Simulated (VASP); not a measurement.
Here is a VASP 6.6.1 calculation.

File INCAR:

```
SYSTEM = C
PREC = Accurate ; ENCUT = 520
EDIFF = 1E-6 ; ISMEAR = 0
SIGMA = 0.1 ; LREAL = .FALSE.
LASPH = .TRUE. ; NELM = 150
ALGO = Normal ; ISIF = 2
LWAVE = .FALSE. ; LCHARG = .TRUE.
ISPIN = 2 ; MAGMOM = 1 1 1
LORBIT = 11 ; GGA = PE
LELF = .TRUE. ; LVHAR = .TRUE.
NBANDS = 17
```

File KPOINTS:

```
Automatic mesh
0
G
  10 10 10
  0 0 0
```

File POSCAR:

```
C
1.0
   -1.2274146200      1.2274146200      3.0374496700
    1.2274146200     -1.2274146200      3.0374496700
    1.2274146200      1.2274146200     -3.0374496700
C
3
Direct
    0.3798992300      0.3798992300      0.0000000000
    0.7500000000      0.2500000000      0.5000000000
    0.6201007700      0.6201007700      0.0000000000
```

Potentials or basis: VASP PAW PBE potentials, release 64 (C).

Run with:

```bash
$ cat potpaw_PBE.64/C/POTCAR > POTCAR
$ mpirun -np 1 vasp_std > vasp.out
```

**Question.** What does it give for the band gap on the k mesh?

**Answer.** Zero (filled and empty bands overlap).

**Question.** What does it give for the largest force?

**Answer.** 3.616 eV/Å.

Stress tensor (GPa, compression positive):
```
19.81  0.00  0.00
 0.00 19.81  0.00
 0.00  0.00 68.26
```

Caveat: the k points lie up to 0.36 Å⁻¹ apart; forces of over 1 eV/Å act on the atoms, so gaps and moduli don't describe the material at rest.
